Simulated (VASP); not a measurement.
CuI:

```
Cu I
1.0
     4.02290    0.00000    0.00000
     0.00000    4.02290    0.00000
     0.00000    0.00000    5.65060
Cu I
2 2
Cartesian
  0.0000 0.0000 0.0000
  2.0114 2.0114 0.0000
  0.0000 2.0114 1.6460
  2.0114 0.0000 4.0046
```

* Program: VASP 6.6.1
* Task: relaxation of cell and atoms
* Functional: PBEsol
* Potentials or basis: VASP PAW PBE potentials, release 64 (Cu, I)
* Cutoff: 600 eV
* k mesh: 6 × 6 × 4
* Occupations: gaussian, width 0.01 eV
* Spin: no spin polarisation

At the start: pressure 2.8 GPa; volume 22.86 Å³/atom.

Q: How do energy, volume and symmetry change on relaxing?

A: Over 18 steps the energy falls by 30.3 meV/atom and the volume is 26.05 Å³/atom (+13.9 %); space group P4/nmm (No. 129, to 0.1 Å) before and after.

Step by step:
```
step  energy change (eV)  largest force (eV/Å)  pressure (GPa)  volume (Å³)
   1              0.0000                0.0679            2.83        91.45
   2             -0.0384                0.5073           -0.63        96.90
   3             -0.0398                0.4419           -0.29        96.00
   4             -0.0594                0.3405           -0.16        96.84
   5             -0.0962                0.0550            0.15        99.33
   6             -0.0879                0.4803            1.33       104.31
   7             -0.1031                0.2337            0.67       101.78
   8             -0.1126                0.0286           -0.37       104.87
   9             -0.1126                0.0218           -0.31       104.98
  10             -0.1171                0.0311           -0.25       104.65
  11             -0.1208                0.0463            0.07       104.12
  12             -0.1211                0.0527            0.24       103.92
  13             -0.1204                0.0711           -0.18       104.69
  14             -0.1214                0.0155            0.01       104.15
  15             -0.1214                0.0100            0.04       104.18
  16             -0.1211                0.0310           -0.12       104.44
  17             -0.1214                0.0043           -0.05       104.22
  18             -0.1214                0.0077           -0.03       104.19
```

Final structure:
```
CELL_PARAMETERS angstrom
4.01470 0.00000 0.00000
0.00000 4.01470 0.00000
0.00000 0.00000 6.46452
ATOMIC_POSITIONS crystal
Cu 0.00000 0.00000 0.00000
Cu 0.50000 0.50000 0.00000
I 0.00000 0.50000 0.26140
I 0.50000 0.00000 0.73860
```

Caveat: the PAW data sets were made with another functional, which shifts forces and pressure a little; this functional lacks dispersion, which binds the layers, so the pressure and a relaxed spacing across them are unreliable.
